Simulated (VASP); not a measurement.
# C3N (P4/mmm) in VASP: further runs

Runs on C3N. Level: PBE. Tasks: single point, relaxation of cell and atoms.

Program: VASP 6.6.1. These are calculated values, not measurements. Logs are shortened: lines on timing, memory, paths and dates and some standing lists are left out, and cuts for length are marked.

### 1 The cell of the first run

The structure is tetragonal, space group P4/mmm (No. 123). The conventional cell has a = 2.738 Å, b = 2.738 Å, c = 4.378 Å, α = 90.00°, β = 90.00°, γ = 90.00°. Within 1.9 Å of C (site symmetry 4mm) lie 1 C at 1.39 Å. C (site symmetry 4/mmm) has 2 N at 2.19 Å and 12 C at 2.45 to 2.74 Å within 2.9 Å. Within 2.7 Å of N (site symmetry 4/mmm) lie 10 C at 2.06 to 2.19 Å.

### 2 Single point, PBE

The input, INCAR:

```
SYSTEM = C3N
ALGO = Normal
EDIFF = 1E-6
ENCUT = 520
GGA = PE
ISIF = 2
ISMEAR = 0
LASPH = .TRUE.
LCHARG = .FALSE.
LREAL = .FALSE.
LWAVE = .FALSE.
NBANDS = 16
NELM = 100
PREC = Accurate
SIGMA = 0.1
```

The input, KPOINTS:

```
k-points
0
G
  6 6 4
  0 0 0
```

The input, POSCAR:

```
C3N
1.0
    2.7377318705      0.0000000000      0.0000000000
    0.0000000000      2.7377318705      0.0000000000
    0.0000000000      0.0000000000      4.3782185221
C N
3 1
Direct
    0.5000000000      0.5000000000      0.8416244548
    0.0000000000      0.0000000000      0.5000000000
    0.5000000000      0.5000000000      0.1583755452
    0.0000000000      0.0000000000      0.0000000000
```

Potentials or basis: VASP PAW PBE potentials, release 64 (C, N).

Started as:

```
$ cat potpaw_PBE.64/C/POTCAR potpaw_PBE.64/N/POTCAR > POTCAR
$ mpirun -np 1 vasp_std > vasp.out
```

OUTCAR:

```text
SYSTEM = C3N
   EDIFF = 1E-6
   ENCUT = 520
   GGA = PE
   ISIF = 2
   ISMEAR = 0
   LASPH = .TRUE.
   LREAL = .FALSE.
   NELM = 100
   PREC = Accurate

 ion  position               nearest neighbor table
   1  0.500  0.500  0.842-   3 1.39
   2  0.000  0.000  0.500-
   3  0.500  0.500  0.158-   1 1.39
   4  0.000  0.000  0.000-

  LATTYP: Found a simple tetragonal cell.
 ALAT       =     2.7377318705
 C/A-ratio  =     1.5992137759

  Lattice vectors:

 A1 = (   2.7377318705,   0.0000000000,   0.0000000000)
 A2 = (   0.0000000000,   2.7377318705,   0.0000000000)
 A3 = (   0.0000000000,   0.0000000000,   4.3782185221)

Analysis of symmetry for initial positions (statically):
=====================================================================
 Subroutine PRICEL returns:
 Original cell was already a primitive cell.

 Routine SETGRP: Setting up the symmetry group for a
 simple tetragonal supercell.

 Subroutine GETGRP returns: Found 16 space group operations
 (whereof 16 operations were pure point group operations)
 out of a pool of 16 trial point group operations.

The static configuration has the point symmetry D_4h.

Analysis of symmetry for dynamics (positions and initial velocities):
=====================================================================
 Subroutine PRICEL returns:
 Original cell was already a primitive cell.

 Routine SETGRP: Setting up the symmetry group for a
 simple tetragonal supercell.

 Subroutine GETGRP returns: Found 16 space group operations
 (whereof 16 operations were pure point group operations)
 out of a pool of 16 trial point group operations.

The dynamic configuration has the point symmetry D_4h.

 Subroutine INISYM returns: Found 16 space group operations
 (whereof 16 operations are pure point group operations),
 and found     1 'primitive' translations

----------------------------------------------------------------------------------------

                                     Primitive cell

  volume of cell :      32.8155

  direct lattice vectors                    reciprocal lattice vectors
     2.737731871  0.000000000  0.000000000     0.365265865  0.000000000  0.000000000
     0.000000000  2.737731871  0.000000000     0.000000000  0.365265865  0.000000000
     0.000000000  0.000000000  4.378218522     0.000000000  0.000000000  0.228403401

  length of vectors
     2.737731871  2.737731871  4.378218522     0.365265865  0.365265865  0.228403401

  position of ions in fractional coordinates (direct lattice)
     0.500000000  0.500000000  0.841624455
     0.000000000  0.000000000  0.500000000
     0.500000000  0.500000000  0.158375545
     0.000000000  0.000000000  0.000000000

  ion indices of the primitive-cell ions
   primitive index   ion index
                 1           1
                 2           2
                 3           3
                 4           4

----------------------------------------------------------------------------------------

 KPOINTS: k-points

Automatic generation of k-mesh.
 Grid dimensions read from file:
 generate k-points for:    6    6    4

 Generating k-lattice:

  Cartesian coordinates                     Fractional coordinates (reciprocal lattice)
     0.060877644  0.000000000  0.000000000     0.166666667  0.000000000  0.000000000
     0.000000000  0.060877644  0.000000000     0.000000000  0.166666667  0.000000000
     0.000000000  0.000000000  0.057100850     0.000000000  0.000000000  0.250000000

  Length of vectors
     0.060877644  0.060877644  0.057100850

  Shift w.r.t. Gamma in fractional coordinates (k-lattice)
     0.000000000  0.000000000  0.000000000

 Subroutine IBZKPT returns following result:
 ===========================================

 Found     30 irreducible k-points:

 Following reciprocal coordinates:
            Coordinates               Weight
  0.000000  0.000000  0.000000      1.000000
  0.166667  0.000000  0.000000      4.000000
  0.333333  0.000000  0.000000      4.000000
  0.500000  0.000000  0.000000      2.000000
  0.166667  0.166667  0.000000      4.000000
  0.333333  0.166667  0.000000      8.000000
[... 16 lines left out ...]
  0.333333  0.000000  0.500000      4.000000
  0.500000  0.000000  0.500000      2.000000
 [... further k-points ...]
   k-points           NKPTS =     30   k-points in BZ     NKDIM =     30   number of bands    NBANDS=     16
   number of dos      NEDOS =    301   number of ions     NIONS =      4
   total plane-waves  NPLWV =  14400
   dimension x,y,z NGX =    20 NGY =   20 NGZ =   36
   dimension x,y,z NGXF=    40 NGYF=   40 NGZF=   72
   ions per type =               3   1
   NGX,Y,Z   is equivalent  to a cutoff of  12.14, 12.14, 13.67 a.u.
   NGXF,Y,Z  is equivalent  to a cutoff of  24.29, 24.29, 27.34 a.u.
 SYSTEM =  C3N
   PREC   = accura    normal or accurate (medium, high low for compatibility)
   ISTART =      0    job   : 0-new  1-cont  2-samecut
   ICHARG =      2    charge: 1-file 2-atom 10-const
   ISPIN  =      1    spin polarized calculation?
   LNONCOLLINEAR =      F non collinear calculations
   LSORBIT =      F    spin-orbit coupling
   LASPH  =      T    aspherical Exc in radial PAW
   ENCUT  =  520.0 eV  38.22 Ry    6.18 a.u.   5.09  5.09  8.14*2*pi/ulx,y,z
   NELM   =    100;   NELMIN=  2; NELMDL= -5     # of ELM steps
   EDIFF  = 0.1E-05   stopping-criterion for ELM
   LREAL  =      F    real-space projection
   EDIFFG = 0.1E-04   stopping-criterion for IOM
   NSW    =      0    number of steps for IOM
   IBRION =     -1    ionic relax: 0-MD 1-quasi-New 2-CG
   NFREE  =      0    steps in history (QN), initial steepest desc. (CG)
   ISIF   =      2    stress and relaxation
   ISYM   =      2    0-nonsym 1-usesym 2-fastsym
   POTIM  = 0.5000    time-step for ionic-motion
   TEBEG  =    0.0;   TEEND  =   0.0 temperature during run
   PSTRESS=    0.0 pullay stress
   NELECT =      17.0000    total number of electrons
   NUPDOWN=      -1.0000    fix difference up-down
   EMIN   =  10.00;   EMAX   =-10.00  energy-range for DOS
   EFERMI =   0.00;   METHOD = LEGACY
   ISMEAR =     0;   SIGMA  =   0.10  broadening in eV -4-tet -1-fermi 0-gaus
   EFERMI_NEDOS =   21; number of points for ismear=-14 and -15
   IALGO  =     38    algorithm
   IMIX   =      4    mixing-type and parameters
     AMIX     =   0.40;   BMIX     =  1.00
     AMIX_MAG =   1.60;   BMIX_MAG =  1.00
  volume/ion in A,a.u.               =       8.20        55.36
  Fermi-wavevector in a.u.,A,eV,Ry     =   1.314815  2.484640 23.520922  1.728739
  Thomas-Fermi vector in A             =   2.445042
   LORBIT       =      0    0 simple, 1 ext, 2 COOP (PROOUT), +10 PAW based schemes
   GGA     = PE    functional components
   LHFCALC =     F    Hartree Fock is set to
   AEXX    =    0.0000 exact exchange contribution
   IVDW    =     0    specifies the selected vdW correction
   LEPSILON=     F    determine dielectric tensor
   LRPA    =     F    only Hartree local field effects (RPA)
 non-spin polarized calculation
 Gauss-broadening in eV      SIGMA  =   0.10
  energy-cutoff  :      520.00
  volume of cell :       32.82
 maximum number of plane-waves:       912
   NGX = 11   NGY = 11   NGZ = 17

 number of electron      16.9999998 magnetization

 Free energy of the ion-electron system (eV)
  ---------------------------------------------------
  ext. energy  EPLUGINS =         0.00000000
  ---------------------------------------------------
  free energy    TOTEN  =       -20.09536630 eV

  energy without entropy =      -20.08531542  energy(sigma->0) =      -20.09034086

 E-fermi :   5.3527     XC(G=0): -11.8991

 val. band max:        5.3417049088   @ k =   0.5000   0.0000   0.2500
 cond. band min:       5.3724180424   @ k =   0.1667   0.1667   0.2500
 fundamental gap:      0.0307131336
 Fermi energy:         5.3526567218

 k-point     1 :       0.0000    0.0000    0.0000
  band No.  band energies     occupation
      1     -14.4135      2.00000
      2      -5.6874      2.00000
      3      -4.2873      2.00000
      4      -2.9808      2.00000
      5       0.3674      2.00000
      6       0.3674      2.00000
[... 8 lines left out ...]
     15      10.0349      0.00000
     16      15.1557      0.00000

 k-point     2 :       0.1667    0.0000    0.0000
  band No.  band energies     occupation
      1     -13.9803      2.00000
      2      -5.5774      2.00000
      3      -4.5156      2.00000
      4      -3.8564      2.00000
      5       0.8018      2.00000
      6       1.3784      2.00000
[... 8 lines left out ...]
     15      10.3670      0.00000
     16      16.9209      0.00000

 k-point     3 :       0.3333    0.0000    0.0000
  band No.  band energies     occupation
      1     -12.6976      2.00000
      2      -7.9465      2.00000
      3      -4.0059      2.00000
      4      -2.5967      2.00000
      5       0.9526      2.00000
      6       2.0724      2.00000
[... 8 lines left out ...]
     15      10.8677      0.00000
     16      20.3779      0.00000

 k-point     4 :       0.5000    0.0000    0.0000
  band No.  band energies     occupation
      1     -10.6811      2.00000
      2     -10.5781      2.00000
      3      -2.9914      2.00000
      4      -0.9856      2.00000
      5      -0.4772      2.00000
      6      -0.0262      2.00000
[... 8 lines left out ...]
     15      11.0903      0.00000
     16      20.0374      0.00000
[... 324 lines left out ...]
 k-point    22 :       0.1667    0.0000    0.5000
  band No.  band energies     occupation
      1     -13.7931      2.00000
      2      -7.4986      2.00000
      3      -4.8806      2.00000
      4       0.9716      2.00000
      5       1.3867      2.00000
      6       1.4928      2.00000
[... 8 lines left out ...]
     15      11.3249      0.00000
     16      17.6932      0.00000

 k-point    23 :       0.3333    0.0000    0.5000
  band No.  band energies     occupation
      1     -12.5192      2.00000
      2      -7.7857      2.00000
      3      -6.2703      2.00000
      4      -0.7666      2.00000
      5       2.2267      2.00000
      6       2.5980      2.00000
[... 8 lines left out ...]
     15      10.8480      0.00000
     16      17.8476      0.00000

 k-point    24 :       0.5000    0.0000    0.5000
  band No.  band energies     occupation
      1     -10.4772      2.00000
      2     -10.4524      2.00000
      3      -5.0245      2.00000
      4      -2.6287      2.00000
      5       3.3190      2.00000
      6       3.6529      2.00000
[... 8 lines left out ...]
     15      10.7912      0.00000
     16      17.5785      0.00000

 [... further k-points ...]
[... 5 lines left out ...]
  --------------------------------------------------------------------------------------
  -------------------------------------------------------------------------------------
  Total        0.0457536      0.0457536      0.1013215      0.0000000      0.0000000      0.0000000
  in kB        2.2338640      2.2338640      4.9469000      0.0000000      0.0000000      0.0000000
  external PRESSURE =       3.1382093 kB  Pullay stress =       0.0000000 kB

 VOLUME and BASIS-vectors are now :
 -----------------------------------------------------------------------------
  energy-cutoff  :      520.00
  volume of cell :       32.82
      direct lattice vectors                 reciprocal lattice vectors
     2.737731871  0.000000000  0.000000000     0.365265865  0.000000000  0.000000000
     0.000000000  2.737731871  0.000000000     0.000000000  0.365265865  0.000000000
     0.000000000  0.000000000  4.378218522     0.000000000  0.000000000  0.228403401

 POSITION                                       TOTAL-FORCE (eV/Angst)
 -----------------------------------------------------------------------------------
      1.36887      1.36887      3.68482         0.000000     -0.000000     -0.091654
      0.00000      0.00000      2.18911         0.000000      0.000000      0.000000
      1.36887      1.36887      0.69340         0.000000     -0.000000      0.091654
      0.00000      0.00000      0.00000         0.000000      0.000000      0.000000
 -----------------------------------------------------------------------------------
    total drift:                                0.000000      0.000000      0.000000

  FREE ENERGIE OF THE ION-ELECTRON SYSTEM (eV)
  ---------------------------------------------------
  free  energy   TOTEN  =       -20.0953662994 eV

  energy  without entropy=      -20.0853154236  energy(sigma->0) =      -20.09034086
```

Wall time 7 s (1 thread of Intel Xeon 6975P-C (Granite Rapids), shared host); peak memory 0.13 GiB.

Results:

```
Free energy   : -20.0954 eV
Pressure      : 0.3 GPa
Largest force : 0.092 eV/Å
```

Forces in eV/Å, atoms in the order of the input:
```
C    0.000  0.000 -0.092
C    0.000  0.000  0.000
C    0.000  0.000  0.092
N    0.000  0.000  0.000
```

Caveat: the k points lie up to 0.38 Å⁻¹ apart.

### 3 Single point, PBE, collinear spin, ferromagnetic start

This run uses another cell than the first one, of 8.13 Å³/atom, 0.991 times its volume.

The input, INCAR:

```
  PREC = Accurate
  ENCUT = 520
  EDIFF = 1E-6
  ISMEAR = 0
  SIGMA = 0.1
  LREAL = False
  LASPH = True
  NELM = 150
  ALGO = Normal
  ISIF = 2
  LWAVE = False
  LCHARG = True
  ISPIN = 2
  MAGMOM = 1 1 1 1
  LORBIT = 11
  GGA = PE
  LELF = True
  LVHAR = True
  NBANDS = 20
```

The input, KPOINTS:

```
regular mesh
0
Gamma
  6 6 2
```

The input, POSCAR:

```
C3N
1.0
    2.6986882448      0.0000000000      0.0000000000
    0.0000000000      2.6986882448      0.0000000000
    0.0000000000      0.0000000000      4.4641204548
C N
3 1
Direct
    0.5000000000      0.5000000000      0.8432028832
    0.0000000000      0.0000000000      0.5000000000
    0.5000000000      0.5000000000      0.1567971168
    0.0000000000      0.0000000000      0.0000000000
```

Potentials or basis: VASP PAW PBE potentials, release 64 (C, N).

Started as:

```
$ cat potpaw_PBE.64/C/POTCAR potpaw_PBE.64/N/POTCAR > POTCAR
$ mpirun -np 1 vasp_std > vasp.out
```

Wall time 11 s (1 thread of Intel Xeon 6975P-C (Granite Rapids), shared host); peak memory 0.15 GiB.

The run converged. Its results:

```
Free energy                                           : -20.0297 eV
Pressure                                              : 0.2 GPa
Largest force                                         : 0.118 eV/Å
Net moment                                            : 0.00 μB per cell
Valence electrons inside the program's atomic spheres : C 2.25, 1.95; N 3.45
```

Forces on the atoms (eV/Å):
```
C    0.000  0.000 -0.118
C    0.000  0.000  0.000
C    0.000  0.000  0.118
N    0.000  0.000  0.000
```

Stress tensor (GPa, compression positive):
```
0.12 0.00 0.00
0.00 0.12 0.00
0.00 0.00 0.33
```

Levels at points of the mesh, in eV from the Fermi level:
Spin up:
| k point | band 5 | band 6 | band 7 | band 8 | band 9 | band 10 | band 11 | band 12 |
| --- | --- | --- | --- | --- | --- | --- | --- | --- |
| (0.00, 0.00, 0.00) | -4.99 | -4.99 | -0.16 | 0.92 | 2.15 | 2.15 | 3.20 | 4.55 |
| (0.50, 0.00, 0.00) | -5.86 | -5.63 | -1.39 | -0.89 | 0.14 | 0.29 | 2.83 | 3.05 |
| (0.50, 0.50, 0.00) | -6.69 | -4.05 | -3.71 | -2.31 | -1.45 | -1.45 | 0.65 | 0.65 |
| (0.00, 0.00, 0.50) | -4.85 | -4.25 | -4.18 | 0.44 | 1.10 | 1.10 | 3.42 | 4.79 |
| (0.50, 0.00, 0.50) | -2.14 | -2.07 | -1.29 | -0.82 | -0.79 | 0.67 | 1.04 | 1.38 |
| (0.50, 0.50, 0.50) | -8.08 | -4.81 | -3.41 | -3.41 | -0.65 | -0.46 | 1.15 | 3.93 |
Spin down:
```csv
k point,band 6,band 7,band 8,band 9,band 10,band 11
"(0.00, 0.00, 0.00)",-4.99,-0.16,0.92,2.15,2.15,3.20
"(0.50, 0.00, 0.00)",-5.63,-1.39,-0.89,0.14,0.29,2.83
"(0.50, 0.50, 0.00)",-4.05,-3.71,-2.31,-1.45,-1.45,0.65
"(0.00, 0.00, 0.50)",-4.25,-4.18,0.44,1.10,1.10,3.42
"(0.50, 0.00, 0.50)",-2.07,-1.29,-0.82,-0.79,0.67,1.04
"(0.50, 0.50, 0.50)",-4.81,-3.41,-3.41,-0.65,-0.46,1.15
```

Caveat: the k points lie up to 0.70 Å⁻¹ apart.

(Continued in part 2 of 2.)
